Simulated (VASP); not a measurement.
# CaF2 (Fm-3m) in VASP: a series of runs

CaF2 is run at these levels: PBE; tasks: single point.

Everything below comes from runs of VASP 6.6.1. Logs are shortened: lines on timing, memory, paths and dates and some standing lists are left out, and cuts for length are marked.

### 1 The cell of the first run

The structure is cubic, space group Fm-3m (No. 225). The conventional cell has a = 5.548 Å, b = 5.548 Å, c = 5.548 Å, α = 90.00°, β = 90.00°, γ = 90.00°. Ca (site symmetry m-3m) has 8 F at 2.40 Å within 3.2 Å. F (site symmetry -43m) has 4 Ca at 2.40 Å and 6 F at 2.77 Å within 3.2 Å.

### 2 Single point, PBE (strain +2.0%)

File INCAR:

```
SYSTEM = CaF2
PREC = Accurate
ENCUT = 600
EDIFF = 1E-6
ISMEAR = 0
SIGMA = 0.01
LREAL = .FALSE.
LASPH = .TRUE.
NELM = 120
ALGO = Normal
ISIF = 2
LWAVE = .FALSE.
LCHARG = .FALSE.
GGA = PE
NBANDS = 19
GGA_COMPAT = .FALSE.
```

File KPOINTS:

```
regular mesh
0
G
  4 4 4
  0 0 0
```

File POSCAR:

```
CaF2
1.0
    0.0000000000      2.7739848333      2.7739848333
    2.7739848333      0.0000000000      2.7739848333
    2.7739848333      2.7739848333      0.0000000000
Ca F
1 2
Direct
    0.0000000000      0.0000000000      0.0000000000
    0.2500000000      0.2500000000      0.2500000000
    0.7500000000      0.7500000000      0.7500000000
```

Potentials or basis: VASP PAW PBE potentials, release 64 (Ca_sv, F).

Command:

```
$ cat potpaw_PBE.64/Ca_sv/POTCAR potpaw_PBE.64/F/POTCAR > POTCAR
$ mpirun -np 1 vasp_std > vasp.out
```

OUTCAR:

```text
SYSTEM = CaF2
   PREC = Accurate
   ENCUT = 600
   EDIFF = 1E-6
   ISMEAR = 0
   LREAL = .FALSE.
   LASPH = .TRUE.
   NELM = 120
   ISIF = 2
   GGA = PE

 ion  position               nearest neighbor table
   1  0.000  0.000  0.000-   3 2.40   3 2.40   3 2.40   2 2.40   3 2.40   2 2.40   2 2.40   2 2.40

   2  0.250  0.250  0.250-   1 2.40   1 2.40   1 2.40   1 2.40
   3  0.750  0.750  0.750-   1 2.40   1 2.40   1 2.40   1 2.40

  LATTYP: Found a face centered cubic cell.
 ALAT       =     5.5479696666

  Lattice vectors:

 A1 = (   0.0000000000,   2.7739848333,   2.7739848333)
 A2 = (   2.7739848333,   0.0000000000,   2.7739848333)
 A3 = (   2.7739848333,   2.7739848333,   0.0000000000)

Analysis of symmetry for initial positions (statically):
=====================================================================
 Subroutine PRICEL returns:
 Original cell was already a primitive cell.

 Routine SETGRP: Setting up the symmetry group for a
 face centered cubic supercell.

 Subroutine GETGRP returns: Found 48 space group operations
 (whereof 48 operations were pure point group operations)
 out of a pool of 48 trial point group operations.

The static configuration has the point symmetry O_h .

Analysis of symmetry for dynamics (positions and initial velocities):
=====================================================================
 Subroutine PRICEL returns:
 Original cell was already a primitive cell.

 Routine SETGRP: Setting up the symmetry group for a
 face centered cubic supercell.

 Subroutine GETGRP returns: Found 48 space group operations
 (whereof 48 operations were pure point group operations)
 out of a pool of 48 trial point group operations.

The dynamic configuration has the point symmetry O_h .

 Subroutine INISYM returns: Found 48 space group operations
 (whereof 48 operations are pure point group operations),
 and found     1 'primitive' translations

----------------------------------------------------------------------------------------

                                     Primitive cell

  volume of cell :      42.6916

  direct lattice vectors                    reciprocal lattice vectors
     0.000000000  2.773984833  2.773984833    -0.180246119  0.180246119  0.180246119
     2.773984833  0.000000000  2.773984833     0.180246119 -0.180246119  0.180246119
     2.773984833  2.773984833  0.000000000     0.180246119  0.180246119 -0.180246119

  length of vectors
[... 66 lines left out ...]
   NELM   =    120;   NELMIN=  2; NELMDL= -5     # of ELM steps
   EDIFF  = 0.1E-05   stopping-criterion for ELM
   LREAL  =      F    real-space projection
   EDIFFG = 0.1E-04   stopping-criterion for IOM
   NSW    =      0    number of steps for IOM
   IBRION =     -1    ionic relax: 0-MD 1-quasi-New 2-CG
   NFREE  =      0    steps in history (QN), initial steepest desc. (CG)
   ISIF   =      2    stress and relaxation
   ISYM   =      2    0-nonsym 1-usesym 2-fastsym
   POTIM  = 0.5000    time-step for ionic-motion
   TEBEG  =    0.0;   TEEND  =   0.0 temperature during run
   PSTRESS=    0.0 pullay stress
   NELECT =      24.0000    total number of electrons
   NUPDOWN=      -1.0000    fix difference up-down
   EMIN   =  10.00;   EMAX   =-10.00  energy-range for DOS
   EFERMI =   0.00;   METHOD = LEGACY
   ISMEAR =     0;   SIGMA  =   0.01  broadening in eV -4-tet -1-fermi 0-gaus
   EFERMI_NEDOS =   21; number of points for ismear=-14 and -15
   IALGO  =     38    algorithm
   IMIX   =      4    mixing-type and parameters
     AMIX     =   0.40;   BMIX     =  1.00
     AMIX_MAG =   1.60;   BMIX_MAG =  1.00
  volume/ion in A,a.u.               =      14.23        96.03
  Fermi-wavevector in a.u.,A,eV,Ry     =   1.351132  2.553270 24.838226  1.825558
  Thomas-Fermi vector in A             =   2.478579
   LORBIT       =      0    0 simple, 1 ext, 2 COOP (PROOUT), +10 PAW based schemes
   GGA     = PE    functional components
   LHFCALC =     F    Hartree Fock is set to
   AEXX    =    0.0000 exact exchange contribution
   IVDW    =     0    specifies the selected vdW correction
   LEPSILON=     F    determine dielectric tensor
   LRPA    =     F    only Hartree local field effects (RPA)
 non-spin polarized calculation
 Gauss-broadening in eV      SIGMA  =   0.01
  energy-cutoff  :      600.00
  volume of cell :       42.69
 maximum number of plane-waves:      1458
   NGX = 15   NGY = 15   NGZ = 15

 number of electron      24.0000014 magnetization

 Free energy of the ion-electron system (eV)
  ---------------------------------------------------
  ext. energy  EPLUGINS =         0.00000000
  ---------------------------------------------------
  free energy    TOTEN  =       -17.34348966 eV

  energy without entropy =      -17.34348966  energy(sigma->0) =      -17.34348966

 E-fermi :  -1.1368     XC(G=0):  -9.4011

 val. band max:       -1.2148022519   @ k =   0.5000   0.5000   0.0000
 cond. band min:       5.7928287809   @ k =   0.0000   0.0000   0.0000
 fundamental gap:      7.0076310329
 Fermi energy:        -1.1368494752

 k-point     1 :       0.0000    0.0000    0.0000
  band No.  band energies     occupation
      1     -37.4676      2.00000
      2     -21.0366      2.00000
      3     -20.3351      2.00000
      4     -18.4059      2.00000
      5     -18.4059      2.00000
      6     -18.4059      2.00000
[... 153 lines left out ...]
      6     -18.0962      2.00000
[... 11 lines left out ...]
     18      12.8574      0.00000
     19      13.8358      0.00000

------------------------ aborting loop because EDIFF is reached ----------------------------------------

  FORCE on cell =-STRESS in cart. coord.  units (eV):
  Direction    XX          YY          ZZ          XY          YZ          ZX
  --------------------------------------------------------------------------------------
  -------------------------------------------------------------------------------------
  Total       -0.3554961     -0.3554961     -0.3554961      0.0000000     -0.0000000      0.0000000
  in kB      -13.3414563    -13.3414563    -13.3414563      0.0000000     -0.0000000      0.0000000
  external PRESSURE =     -13.3414563 kB  Pullay stress =       0.0000000 kB

 VOLUME and BASIS-vectors are now :
 -----------------------------------------------------------------------------
  energy-cutoff  :      600.00
  volume of cell :       42.69
      direct lattice vectors                 reciprocal lattice vectors
     0.000000000  2.773984833  2.773984833    -0.180246119  0.180246119  0.180246119
     2.773984833  0.000000000  2.773984833     0.180246119 -0.180246119  0.180246119
     2.773984833  2.773984833  0.000000000     0.180246119  0.180246119 -0.180246119

 POSITION                                       TOTAL-FORCE (eV/Angst)
 -----------------------------------------------------------------------------------
      0.00000      0.00000      0.00000         0.000000     -0.000000     -0.000000
      1.38699      1.38699      1.38699        -0.000000     -0.000000     -0.000000
      4.16098      4.16098      4.16098         0.000000      0.000000      0.000000
 -----------------------------------------------------------------------------------
    total drift:                                0.000000     -0.000000      0.000000

  FREE ENERGIE OF THE ION-ELECTRON SYSTEM (eV)
  ---------------------------------------------------
  free  energy   TOTEN  =       -17.3434896566 eV

  energy  without entropy=      -17.3434896566  energy(sigma->0) =      -17.34348966
```

OSZICAR:

```text
N       E                     dE             d eps       ncg     rms          rms(c)
DAV:   1     0.235711605292E+03    0.23571E+03   -0.14902E+04   304   0.145E+03
DAV:   2    -0.559717760481E+01   -0.24131E+03   -0.23466E+03   346   0.373E+02
DAV:   3    -0.181869678493E+02   -0.12590E+02   -0.12501E+02   348   0.880E+01
DAV:   4    -0.186517854200E+02   -0.46482E+00   -0.46356E+00   443   0.131E+01
DAV:   5    -0.186566369633E+02   -0.48515E-02   -0.48513E-02   348   0.154E+00    0.804E+00
DAV:   6    -0.173213876051E+02    0.13352E+01   -0.57106E+00   325   0.161E+01    0.306E+00
DAV:   7    -0.173202567359E+02    0.11309E-02   -0.11852E-01   357   0.340E+00    0.175E+00
DAV:   8    -0.173400783212E+02   -0.19822E-01   -0.42143E-02   327   0.225E+00    0.226E-01
DAV:   9    -0.173425189027E+02   -0.24406E-02   -0.75112E-03   383   0.625E-01    0.131E-01
DAV:  10    -0.173434724391E+02   -0.95354E-03   -0.17984E-03   322   0.338E-01    0.224E-02
DAV:  11    -0.173434856995E+02   -0.13260E-04   -0.84636E-05   345   0.803E-02    0.121E-02
DAV:  12    -0.173434896850E+02   -0.39855E-05   -0.15840E-05   384   0.393E-02    0.349E-03
DAV:  13    -0.173434896566E+02    0.28467E-07   -0.37297E-06   339   0.167E-02
   1 F= -.17343490E+02 E0= -.17343490E+02  d E =-.107615E-29
```

stdout:

```text
POSCAR found type information on POSCAR CaF
 POSCAR found :  2 types and       3 ions
 scaLAPACK will be used
 LDA part: xc-table for (Slater+PW92), standard interpolation
 POSCAR, INCAR and KPOINTS ok, starting setup
 FFT: planning ... GRIDC
 FFT: planning ... GRID_SOFT
 FFT: planning ... GRID
 WAVECAR not read
 entering main loop
```

Run time: 9.3 s. Hardware: 1 thread of Intel Xeon 6975P-C, shared host; peak memory 0.17 GiB.

Results:

| Item | Value |
| --- | --- |
| Free energy | -17.3435 eV |
| Pressure | -1.3 GPa |
| Band gap on the k mesh | 7.01 eV, indirect (least direct gap 7.26 eV) |

Levels at points of the mesh, in eV from the valence-band top:
| k point | band 9 | band 10 | band 11 | band 12 | band 13 | band 14 | band 15 | band 16 |
| --- | --- | --- | --- | --- | --- | --- | --- | --- |
| (0.00, 0.00, 0.00) | -1.97 | -0.25 | -0.25 | -0.25 | 7.01 | 8.98 | 8.98 | 10.86 |
| (0.50, 0.00, 0.00) | -1.23 | -1.18 | -0.80 | -0.80 | 9.17 | 9.17 | 9.45 | 10.49 |
| (0.50, 0.50, 0.00) | -1.58 | -0.34 | -0.34 | 0.00 | 7.98 | 9.25 | 9.83 | 10.55 |

Caveat: the k points lie up to 0.49 Å⁻¹ apart; the cell differs from its parent crystal (strain +2.0%).

(Part 1 of 2 ends here.)
